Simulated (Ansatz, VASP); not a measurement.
## Hg in VASP and in Ansatz

Contents of INCAR:

```
SYSTEM = Hg
PREC = Accurate
ENCUT = 500
EDIFF = 1E-6
ISMEAR = 0
SIGMA = 0.1
LREAL = .FALSE.
LASPH = .TRUE.
NELM = 120
ALGO = Normal
ISIF = 2
LWAVE = .FALSE.
LCHARG = .TRUE.
GGA = PE
LELF = .TRUE.
LVHAR = .TRUE.
NBANDS = 12
GGA_COMPAT = .FALSE.
```

KPOINTS

```
regular mesh
0
G
  6 6 6
  0 0 0
```

File POSCAR:

```
Hg
1.0
    2.2302467575     -2.0424427976      0.0000000000
    2.2302467575      2.0424427976      0.0000000000
   -0.3481529734      0.0000000000      3.0347258852
Hg
1
Direct
    0.5000000000      0.5000000000      0.5000000000
```

Input for Ansatz:

```yaml
crystal:
  lattice:
    - [2.2302467575, -2.0424427976, 0.0]
    - [2.2302467575, 2.0424427976, 0.0]
    - [-0.3481529734, 0.0, 3.0347258852]
  atoms:
    - { symbol: Hg, position: [0.5, 0.5, 0.5] }
basis:
  ecutwfc: 420
kpoints:
  mp_grid: { grid: [6, 6, 6] }
hamiltonian:
  xc: pbe
scf:
  occupations: { method: gaussian, width: 0.1 }
  max_iter: 76
output:
  forces: true
  stress: true
  eigenvalues: true
```

Alike in both runs: task single point; functional PBE; k mesh 6 × 6 × 6; occupations gaussian, width 0.1 eV; no spin polarisation.

|  | VASP | Ansatz |
| --- | --- | --- |
| version | VASP 6.6.1 | Ansatz 0.2.0 |
| potentials or method | VASP PAW PBE potentials, release 64 (Hg), cutoff 500 eV | scalar-relativistic, plane waves, PAW |
| valence electrons in the cell | 12 | 20 |

Ansatz gave:

```
gap on the k mesh at the Fermi level (eV)                     : none
pressure (GPa)                                                : 0.6
traceless stress, the component that is largest in VASP (GPa) : 0.82
```

Task: Which values does VASP return?

Result: gap on the k mesh at the Fermi level (eV): none; pressure (GPa): 0.8; traceless stress, the component that is largest in VASP (GPa): 0.85.

A gap of «none» marks a metal or a gap that the smearing closes. VASP's potentials hold 12 valence electrons a cell and Ansatz's 20, so a difference there can come from the potentials and not from the codes.

Spin-orbit coupling is off throughout.
